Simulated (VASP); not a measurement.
The system is Y.

```
Y
1.0
     3.57294    0.00000    0.00000
    -1.78647    3.09426    0.00000
     0.00000    0.00000    5.61362
Y
2
Direct
  0.66667 0.33333 0.75000
  0.33333 0.66667 0.25000
```

Base run:

* Program: VASP 6.6.1
* Functional: PBEsol
* Potentials or basis: VASP PAW PBE potentials, release 64 (Y_sv)
* Cutoff: 520 eV
* k mesh: 8 × 8 × 5
* Occupations: fermi-dirac, width 0.05 eV
* Spin: no spin polarisation

Its results: band gap on the k mesh zero (band 11 reaches 4.24 eV, above the bottom of band 12 at 2.77 eV); pressure 0.3 GPa.

Question: The run is repeated on the same cell with these changes: functional from PBEsol to PBE. What comes out?

Answer: Band gap on the k mesh zero (band 11 reaches 4.34 eV, above the bottom of band 12 at 2.88 eV); pressure 2.4 GPa.

PBE binds less tightly than PBEsol, so the same cell stands under more pressure.

Caveats: the PAW data sets were made with another functional, which shifts forces and pressure a little (some runs).
